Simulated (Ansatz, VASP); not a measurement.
AlAs in VASP and in Ansatz

File INCAR:

```
SYSTEM = AlAs
PREC = Accurate ; ENCUT = 500
EDIFF = 1E-6 ; ISMEAR = 0
SIGMA = 0.02 ; LREAL = .FALSE.
LASPH = .TRUE. ; NELM = 120
ALGO = Normal ; ISIF = 2
LWAVE = .FALSE. ; LCHARG = .TRUE.
GGA = PE ; LELF = .TRUE.
LVHAR = .TRUE. ; NBANDS = 11
GGA_COMPAT = .FALSE.
```

Contents of KPOINTS:

```
regular mesh
0
G
  8 8 8
  0 0 0
```

File POSCAR:

```
AlAs
1.0
    0.0000000000      2.8639900266      2.8639900266
    2.8639900266      0.0000000000      2.8639900266
    2.8639900266      2.8639900266      0.0000000000
Al As
1 1
Direct
    0.0000000000      0.0000000000      0.0000000000
    0.2500000000      0.2500000000      0.2500000000
```

Input for Ansatz:

```yaml
crystal:
  lattice:
    - [0.0, 2.8639900266, 2.8639900266]
    - [2.8639900266, 0.0, 2.8639900266]
    - [2.8639900266, 2.8639900266, 0.0]
  atoms:
    - { symbol: Al, position: [0.0, 0.0, 0.0] }
    - { symbol: As, position: [0.25, 0.25, 0.25] }
basis:
  ecutwfc: 420
kpoints:
  mp_grid: { grid: [8, 8, 8] }
  band_path:
    path:
      - [[0.0, 0.0, 0.0], [-0.5, -0.5, 0.0], [-0.375, -0.375, 0.25]]
      - [[-0.375, 0.0, 0.375], [0.0, 0.0, 0.0], [0.0, 0.0, 0.5], [-0.5, -0.25, 0.25], [-0.5, -0.5, 0.0]]
    npoints: 10
hamiltonian:
  xc: pbe
scf:
  occupations: { method: gaussian, width: 0.02 }
  n_extra_bands: 7
output:
  forces: true
  stress: true
  eigenvalues: true
```

Alike in both runs: task single point; functional PBE; k mesh 8 × 8 × 8; occupations gaussian, width 0.02 eV; no spin polarisation.

|  | VASP | Ansatz |
| --- | --- | --- |
| version | VASP 6.6.1 | Ansatz 0.2.0 |
| potentials or method | VASP PAW PBE potentials, release 64 (Al, As), cutoff 500 eV | scalar-relativistic, plane waves, PAW |
| valence electrons in the cell | 8 | 18 |

```csv
,VASP,Ansatz,Ansatz less VASP
gap on the k mesh at the Fermi level (eV),1.49,1.50,+0.009
least direct gap on the mesh (eV),1.78,1.78,-0.006
pressure (GPa),0.2,0.0,-0.16
```

The functional is the same, so the differences come from potentials, cutoffs and numerics. VASP's potentials hold 8 valence electrons a cell and Ansatz's 18, so a difference there can come from the potentials and not from the codes.
